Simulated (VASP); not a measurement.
Here is a VASP 6.6.1 calculation.

The input INCAR:

```
SYSTEM = H3C2
PREC     = Accurate       ! precision mode
ENCUT    = 600            ! plane-wave cutoff, eV
EDIFF    = 1E-6           ! SCF threshold, eV
ISMEAR   = 0              ! smearing method
SIGMA    = 0.02           ! smearing width, eV
LREAL    = .False.        ! projectors in reciprocal space
LASPH    = .True.         ! aspherical terms in the spheres
NELM     = 60             ! most SCF steps
ALGO     = Normal         ! electronic algorithm
ISIF     = 4              ! what is computed and relaxed
LWAVE    = .False.        ! write WAVECAR
LCHARG   = .False.        ! write CHGCAR
GGA      = PE             ! functional
IVDW     = 12             ! dispersion correction
IBRION   = 2              ! ionic algorithm
NSW      = 50             ! ionic steps
EDIFFG   = -0.01          ! ionic threshold
```

The input KPOINTS:

```
regular mesh
0
Gamma
  6 6 6
  0 0 0
```

Contents of POSCAR:

```
H3C2
1.0
    3.4779384789     -3.2460731993      0.0828621554
    3.4779384789      3.2460731993      0.0828621554
   -0.6679282058      0.0000000000      4.2351733624
H C
6 4
Direct
    0.2553486201      0.2553486201      0.5269281635
    0.7446513799      0.7446513799      0.4730718365
    0.2178171978      0.4943985518      0.2240209383
    0.5056014482      0.7821828022      0.7759790617
    0.7821828022      0.5056014482      0.7759790617
    0.4943985518      0.2178171978      0.2240209383
    0.0796811746      0.0796811746      0.0807278598
    0.9203188254      0.9203188254      0.9192721402
    0.2708796964      0.2708796964      0.2726958582
    0.7291203036      0.7291203036      0.7273041418
```

Potentials or basis: VASP PAW PBE potentials, release 64 (H, C).

Run with:

```console
$ cat potpaw_PBE.64/H/POTCAR potpaw_PBE.64/C/POTCAR > POTCAR
$ mpirun -np 1 vasp_std > vasp.out
```

Problem. Estimate the dispersion energy per atom.

Solution. -0.057 eV.

Problem. Predict the band gap on the k mesh.

Solution. 4.63 eV (least direct gap 5.08 eV).

The path:
```
step  energy change (eV)  largest force (eV/Å)  pressure (GPa)  volume (Å³)
   1              0.0000                0.5822           -3.03        95.99
   2              0.1493                6.7521            2.16        95.99
   3             -0.0074                0.5745           -2.17        95.99
   4             -0.0212                0.2282            0.00        95.99
   5             -0.0223                0.0556           -0.46        95.99
   6             -0.0219                0.2842           -0.20        95.99
   7             -0.0223                0.0304           -0.40        95.99
   8             -0.0223                0.0296           -0.37        95.99
   9             -0.0223                0.0285           -0.37        95.99
  10             -0.0224                0.0414           -0.36        95.99
  11             -0.0224                0.0367           -0.36        95.99
  12             -0.0224                0.0262           -0.38        95.99
  13             -0.0224                0.0105           -0.37        95.99
  14             -0.0224                0.0051           -0.39        95.99
```

A k mesh can miss the band edges.
